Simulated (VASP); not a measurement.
# HfN (R-3m) in VASP: further runs

Runs on HfN. Level: LDA. Tasks: electric field gradients.

Program: VASP 6.6.1. These are calculated values, not measurements. Logs are shortened: lines on timing, memory, paths and dates and some standing lists are left out, and cuts for length are marked.

## Step 1: The cell of the first run

It takes space group R-3m (No. 166, trigonal). The conventional cell has a = 3.243 Å, b = 3.243 Å, c = 7.591 Å, α = 90.00°, β = 90.00°, γ = 120.00°. Within 3.0 Å of Hf (site symmetry -3m) lie 6 N at 2.26 Å. Within 3.0 Å of N (site symmetry -3m) lie 6 Hf at 2.26 Å.

## Step 2: Electric field gradients, LDA (equal xy, yz and zx shear strains of -3 %)

File INCAR:

```
SYSTEM = HfN
PREC = Accurate
ENCUT = 520
EDIFF = 1E-8
ISMEAR = -1
SIGMA = 0.03
LREAL = .FALSE.
LASPH = .TRUE.
NELM = 60
ALGO = Normal
ISIF = 2
LWAVE = .FALSE.
LCHARG = .FALSE.
LEFG = .TRUE.
NBANDS = 14
```

File KPOINTS:

```
regular mesh
0
G
  10 10 10
  0 0 0
```

File POSCAR:

```
HfN
1.0
   -0.0677700000      2.2251150000      2.2251150000
    2.2251150000     -0.0677700000      2.2251150000
    2.2251150000      2.2251150000     -0.0677700000
Hf N
1 1
Direct
    0.0000000000      0.0000000000      0.0000000000
    0.5000000000      0.5000000000      0.5000000000
```

Potentials or basis: VASP PAW LDA potentials, release 64 (Hf_pv, N).

Command:

```console
cat potpaw_LDA.64/Hf_pv/POTCAR potpaw_LDA.64/N/POTCAR > POTCAR
mpirun -np 1 vasp_std > vasp.out
```

OUTCAR:

```text
SYSTEM = HfN
   PREC = Accurate
   ENCUT = 520
   EDIFF = 1E-8
   ISMEAR = -1
   LREAL = .FALSE.
   LASPH = .TRUE.
   NELM = 60
   ISIF = 2

 ion  position               nearest neighbor table
   1  0.000  0.000  0.000-   2 2.26   2 2.26   2 2.26   2 2.26   2 2.26   2 2.26
   2  0.500  0.500  0.500-   1 2.26   1 2.26   1 2.26   1 2.26   1 2.26   1 2.26

  LATTYP: Found a trigonal (rhomboedric) cell.
 ALAT       =     3.1475174820
 COS(alpha) =     0.4693254694

  Lattice vectors:

 A1 = (  -0.0677700000,   2.2251150000,   2.2251150000)
 A2 = (   2.2251150000,  -0.0677700000,   2.2251150000)
 A3 = (   2.2251150000,   2.2251150000,  -0.0677700000)

Analysis of symmetry for initial positions (statically):
=====================================================================
 Subroutine PRICEL returns:
 Original cell was already a primitive cell.

 Routine SETGRP: Setting up the symmetry group for a
 trigonal (rhombohedral) supercell.

 Subroutine GETGRP returns: Found 12 space group operations
 (whereof 12 operations were pure point group operations)
 out of a pool of 12 trial point group operations.

The static configuration has the point symmetry D_3d.

Analysis of symmetry for dynamics (positions and initial velocities):
=====================================================================
 Subroutine PRICEL returns:
 Original cell was already a primitive cell.

 Routine SETGRP: Setting up the symmetry group for a
 trigonal (rhombohedral) supercell.

 Subroutine GETGRP returns: Found 12 space group operations
 (whereof 12 operations were pure point group operations)
 out of a pool of 12 trial point group operations.

The dynamic configuration has the point symmetry D_3d.

 Subroutine INISYM returns: Found 12 space group operations
 (whereof 12 operations are pure point group operations),
 and found     1 'primitive' translations

----------------------------------------------------------------------------------------

                                     Primitive cell

  volume of cell :      23.0400

  direct lattice vectors                    reciprocal lattice vectors
    -0.067770000  2.225115000  2.225115000    -0.214693734  0.221438039  0.221438039
     2.225115000 -0.067770000  2.225115000     0.221438039 -0.214693734  0.221438039
     2.225115000  2.225115000 -0.067770000     0.221438039  0.221438039 -0.214693734

  length of vectors
     3.147517482  3.147517482  3.147517482     0.379688043  0.379688043  0.379688043

  position of ions in fractional coordinates (direct lattice)
     0.000000000  0.000000000  0.000000000
     0.500000000  0.500000000  0.500000000

  ion indices of the primitive-cell ions
   primitive index   ion index
                 1           1
                 2           2

----------------------------------------------------------------------------------------

 KPOINTS: regular mesh

Automatic generation of k-mesh.
 Grid dimensions read from file:
 generate k-points for:   10   10   10

 Generating k-lattice:

  Cartesian coordinates                     Fractional coordinates (reciprocal lattice)
    -0.021469373  0.022143804  0.022143804     0.100000000 -0.000000000 -0.000000000
     0.022143804 -0.021469373  0.022143804    -0.000000000  0.100000000 -0.000000000
     0.022143804  0.022143804 -0.021469373    -0.000000000 -0.000000000  0.100000000

  Length of vectors
     0.037968804  0.037968804  0.037968804

  Shift w.r.t. Gamma in fractional coordinates (k-lattice)
     0.000000000  0.000000000  0.000000000

 Subroutine IBZKPT returns following result:
 ===========================================

 Found    116 irreducible k-points:

 Following reciprocal coordinates:
            Coordinates               Weight
  0.000000  0.000000  0.000000      1.000000
  0.100000  0.000000  0.000000      6.000000
  0.200000  0.000000  0.000000      6.000000
  0.300000  0.000000  0.000000      6.000000
  0.400000  0.000000  0.000000      6.000000
  0.500000  0.000000  0.000000      3.000000
[... 16 lines left out ...]
  0.300000  0.300000  0.000000      6.000000
  0.400000  0.300000 -0.000000     12.000000
 [... further k-points ...]
   k-points           NKPTS =    116   k-points in BZ     NKDIM =    116   number of bands    NBANDS=     14
   number of dos      NEDOS =    301   number of ions     NIONS =      2
   total plane-waves  NPLWV =  13824
   dimension x,y,z NGX =    24 NGY =   24 NGZ =   24
   dimension x,y,z NGXF=    48 NGYF=   48 NGZF=   48
   ions per type =               1   1
   NGX,Y,Z   is equivalent  to a cutoff of  12.68, 12.68, 12.68 a.u.
   NGXF,Y,Z  is equivalent  to a cutoff of  25.35, 25.35, 25.35 a.u.
 SYSTEM =  HfN
   PREC   = accura    normal or accurate (medium, high low for compatibility)
   ISTART =      0    job   : 0-new  1-cont  2-samecut
   ICHARG =      2    charge: 1-file 2-atom 10-const
   ISPIN  =      1    spin polarized calculation?
   LNONCOLLINEAR =      F non collinear calculations
   LSORBIT =      F    spin-orbit coupling
   LASPH  =      T    aspherical Exc in radial PAW
   ENCUT  =  520.0 eV  38.22 Ry    6.18 a.u.   5.85  5.85  5.85*2*pi/ulx,y,z
   NELM   =     60;   NELMIN=  2; NELMDL= -5     # of ELM steps
   EDIFF  = 0.1E-07   stopping-criterion for ELM
   LREAL  =      F    real-space projection
   EDIFFG = 0.1E-06   stopping-criterion for IOM
   NSW    =      0    number of steps for IOM
   IBRION =     -1    ionic relax: 0-MD 1-quasi-New 2-CG
   NFREE  =      0    steps in history (QN), initial steepest desc. (CG)
   ISIF   =      2    stress and relaxation
   ISYM   =      2    0-nonsym 1-usesym 2-fastsym
   POTIM  = 0.5000    time-step for ionic-motion
   TEBEG  =    0.0;   TEEND  =   0.0 temperature during run
   PSTRESS=    0.0 pullay stress
   NELECT =      15.0000    total number of electrons
   NUPDOWN=      -1.0000    fix difference up-down
   EMIN   =  10.00;   EMAX   =-10.00  energy-range for DOS
   EFERMI =   0.00;   METHOD = LEGACY
   ISMEAR =    -1;   SIGMA  =   0.03  broadening in eV -4-tet -1-fermi 0-gaus
   EFERMI_NEDOS =   21; number of points for ismear=-14 and -15
   IALGO  =     38    algorithm
   IMIX   =      4    mixing-type and parameters
     AMIX     =   0.40;   BMIX     =  1.00
     AMIX_MAG =   1.60;   BMIX_MAG =  1.00
  volume/ion in A,a.u.               =      11.52        77.74
  Fermi-wavevector in a.u.,A,eV,Ry     =   1.418876  2.681287 27.391369  2.013209
  Thomas-Fermi vector in A             =   2.539955
   LORBIT       =      0    0 simple, 1 ext, 2 COOP (PROOUT), +10 PAW based schemes
   GGA     = CA    functional components
   LHFCALC =     F    Hartree Fock is set to
   AEXX    =    0.0000 exact exchange contribution
   IVDW    =     0    specifies the selected vdW correction
   LEPSILON=     F    determine dielectric tensor
   LRPA    =     F    only Hartree local field effects (RPA)
 non-spin polarized calculation
  energy-cutoff  :      520.00
  volume of cell :       23.04
 maximum number of plane-waves:       632
   NGX = 11   NGY = 11   NGZ = 11

 number of electron      15.0000001 magnetization

 Free energy of the ion-electron system (eV)
  ---------------------------------------------------
  ext. energy  EPLUGINS =         0.00000000
  ---------------------------------------------------
  free energy    TOTEN  =       -23.81419162 eV

  energy without entropy =      -23.81201762  energy(sigma->0) =      -23.81310462

 E-fermi :   8.2299     XC(G=0): -12.9837

 val. band max:        8.2283705548   @ k =   0.1000   0.1000   0.1000
 cond. band min:       8.2316030451   @ k =  -0.4000   0.4000   0.2000
 fundamental gap:      0.0032324903
 Fermi energy:         8.2298956378

 k-point     1 :       0.0000    0.0000    0.0000
  band No.  band energies     occupation
      1     -22.7522      2.00000
      2     -22.7522      2.00000
      3     -22.6983      2.00000
      4      -9.0342      2.00000
      5       5.1823      2.00000
      6       5.1823      2.00000
      7       5.4121      2.00000
      8       7.5523      2.00000
      9       7.5523      2.00000
     10       8.2129      1.27570
     11      10.1420      0.00000
     12      10.1420      0.00000
     13      10.2962      0.00000
     14      17.8815      0.00000
[... 375 lines left out ...]
 k-point    24 :       0.4000    0.3000   -0.0000
  band No.  band energies     occupation
      1     -23.4354      2.00000
      2     -23.0300      2.00000
      3     -22.9426      2.00000
      4      -7.6001      2.00000
      5       1.6675      2.00000
      6       3.5837      2.00000
      7       4.2797      2.00000
      8       5.6876      2.00000
      9      12.2101      0.00000
     10      12.6594      0.00000
     11      12.9624      0.00000
     12      13.0965      0.00000
     13      17.3263      0.00000
     14      19.3880      0.00000

 [... further k-points ...]
[... 5 lines left out ...]
  --------------------------------------------------------------------------------------
  -------------------------------------------------------------------------------------
  Total       -1.4981472     -1.4981472     -1.4981472      0.5542958      0.5542958      0.5542958
  in kB     -104.1795677   -104.1795677   -104.1795677     38.5451421     38.5451421     38.5451421
  external PRESSURE =    -104.1795677 kB  Pullay stress =       0.0000000 kB

 VOLUME and BASIS-vectors are now :
 -----------------------------------------------------------------------------
  energy-cutoff  :      520.00
  volume of cell :       23.04
      direct lattice vectors                 reciprocal lattice vectors
    -0.067770000  2.225115000  2.225115000    -0.214693734  0.221438039  0.221438039
     2.225115000 -0.067770000  2.225115000     0.221438039 -0.214693734  0.221438039
     2.225115000  2.225115000 -0.067770000     0.221438039  0.221438039 -0.214693734

 POSITION                                       TOTAL-FORCE (eV/Angst)
 -----------------------------------------------------------------------------------
      0.00000      0.00000      0.00000        -0.000000      0.000000     -0.000000
      2.19123      2.19123      2.19123         0.000000     -0.000000      0.000000
 -----------------------------------------------------------------------------------
    total drift:                                0.000000     -0.000000     -0.000000

  FREE ENERGIE OF THE ION-ELECTRON SYSTEM (eV)
  ---------------------------------------------------
  free  energy   TOTEN  =       -23.8141916241 eV

  energy  without entropy=      -23.8120176238  energy(sigma->0) =      -23.81310462

 Electric field gradients (V/A^2)
---------------------------------------------------------------------
 ion       V_xx      V_yy      V_zz      V_xy      V_xz      V_yz
---------------------------------------------------------------------
   1      -0.000    -0.000     0.000    10.107    10.107    10.107
   2      -0.000    -0.000    -0.000    -1.734    -1.734    -1.734
---------------------------------------------------------------------

 Electric field gradients after diagonalization (V/A^2)
 (convention: |V_zz| > |V_xx| > |V_yy|)
----------------------------------------------------------------------
 ion       V_xx      V_yy      V_zz     asymmetry (V_yy - V_xx)/ V_zz
----------------------------------------------------------------------
   1     -10.107   -10.107    20.214       0.000
   2       1.734     1.734    -3.468       0.000
----------------------------------------------------------------------

           NMR quadrupolar parameters

 Cq : quadrupolar parameter    Cq=e*Q*V_zz/h
 eta: asymmetry parameters     (V_yy - V_xx)/ V_zz
 Q  : nuclear electric quadrupole moment in mb (millibarn)
----------------------------------------------------------------------
 ion       Cq(MHz)       eta       Q (mb)
----------------------------------------------------------------------
   1       0.049       0.000       1.000
   2      -0.008       0.000       1.000
----------------------------------------------------------------------
```

Wall time 30 s (1 thread of Intel Xeon 6975P-C, shared host); peak memory 0.16 GiB.

What came out:

```yaml
Free_energy: -23.8142 eV
Pressure: -10.4 GPa
```

Levels at points of the mesh, in eV from the Fermi level:
```csv
k point,band 5,band 6,band 7,band 8,band 9,band 10
"(0.00, 0.00, 0.00)",-3.05,-3.05,-2.82,-0.68,-0.68,-0.02
"(0.50, 0.00, 0.00)",-8.89,-6.29,-5.87,2.90,3.17,4.21
"(0.50, 0.50, 0.00)",-5.33,-3.86,-3.74,-3.51,3.97,5.22
"(0.50, 0.50, 0.50)",-8.82,-6.44,-6.44,3.40,3.93,3.93
```

Electric field gradients, principal values (V/Å²):
```
atom    least   middle  greatest (by size)
1 Hf  -10.107  -10.107              20.214
 2 N    1.734    1.734              -3.468
```

Caveat: the cell differs from its parent crystal (equal xy, yz and zx shear strains of -3 %); without QUAD_EFG the Cq values of the log hold for a quadrupole moment of 1 mb, not for the nuclei; spin-orbit coupling is left out, which moves the levels of the heavy elements.

## Step 3: Electric field gradients, LDA (equal xy, yz and zx shear strains of +2 %)

File INCAR:

```
PREC = Accurate
ENCUT = 520
EDIFF = 1E-8
ISMEAR = -1
SIGMA = 0.03
LREAL = F
LASPH = T
NELM = 60
ALGO = Normal
ISIF = 2
LWAVE = F
LCHARG = F
GGA = CA
LEFG = T
NBANDS = 14
```

File KPOINTS:

```
Automatic mesh
0
Gamma
  10 10 10
```

File POSCAR:

```
HfN
1.0
    0.0451800000      2.2815900000      2.2815900000
    2.2815900000      0.0451800000      2.2815900000
    2.2815900000      2.2815900000      0.0451800000
Hf N
1 1
Direct
    0.0000000000      0.0000000000      0.0000000000
    0.5000000000      0.5000000000      0.5000000000
```

Potentials or basis: VASP PAW LDA potentials, release 64 (Hf_pv, N).

Command:

```console
cat potpaw_LDA.64/Hf_pv/POTCAR potpaw_LDA.64/N/POTCAR > POTCAR
mpirun -np 1 vasp_std > vasp.out
```

OUTCAR:

```text
PREC = Accurate
   ENCUT = 520
   EDIFF = 1E-8
   ISMEAR = -1
   LREAL = F
   LASPH = T
   NELM = 60
   ISIF = 2
   GGA = CA

 ion  position               nearest neighbor table
   1  0.000  0.000  0.000-   2 2.26   2 2.26   2 2.26   2 2.26   2 2.26   2 2.26
   2  0.500  0.500  0.500-   1 2.26   1 2.26   1 2.26   1 2.26   1 2.26   1 2.26

  LATTYP: Found a trigonal (rhomboedric) cell.
 ALAT       =     3.2269718140
 COS(alpha) =     0.5197000882

  Lattice vectors:

 A1 = (   0.0451800000,   2.2815900000,   2.2815900000)
[... 621 lines left out ...]
  free  energy   TOTEN  =       -23.8268618123 eV

  energy  without entropy=      -23.8246217456  energy(sigma->0) =      -23.82574178

 Electric field gradients (V/A^2)
---------------------------------------------------------------------
 ion       V_xx      V_yy      V_zz      V_xy      V_xz      V_yz
---------------------------------------------------------------------
   1      -0.000    -0.000     0.000    -7.198    -7.198    -7.198
   2      -0.000     0.000     0.000     1.072     1.072     1.072
---------------------------------------------------------------------

 Electric field gradients after diagonalization (V/A^2)
 (convention: |V_zz| > |V_xx| > |V_yy|)
----------------------------------------------------------------------
 ion       V_xx      V_yy      V_zz     asymmetry (V_yy - V_xx)/ V_zz
----------------------------------------------------------------------
   1       7.198     7.198   -14.396       0.000
   2      -1.072    -1.072     2.144       0.000
----------------------------------------------------------------------

           NMR quadrupolar parameters

 Cq : quadrupolar parameter    Cq=e*Q*V_zz/h
 eta: asymmetry parameters     (V_yy - V_xx)/ V_zz
 Q  : nuclear electric quadrupole moment in mb (millibarn)
----------------------------------------------------------------------
 ion       Cq(MHz)       eta       Q (mb)
----------------------------------------------------------------------
   1      -0.035       0.000       1.000
   2       0.005       0.000       1.000
----------------------------------------------------------------------
```

Wall time 30 s (1 thread of Intel Xeon 6975P-C, shared host); peak memory 0.16 GiB.

What came out:

```yaml
Free_energy: -23.8269 eV
Pressure: -10.5 GPa
```

Stress tensor (GPa, compression positive):
```
-10.50  -2.25  -2.25
 -2.25 -10.50  -2.25
 -2.25  -2.25 -10.50
```

Electric field gradients, principal values (V/Å²):
```csv
atom,least,middle,greatest (by size)
1 Hf,7.198,7.198,-14.396
2 N,-1.072,-1.072,2.144
```

Caveat: the cell differs from its parent crystal (equal xy, yz and zx shear strains of +2 %); without QUAD_EFG the Cq values of the log hold for a quadrupole moment of 1 mb, not for the nuclei; spin-orbit coupling is left out, which moves the levels of the heavy elements.
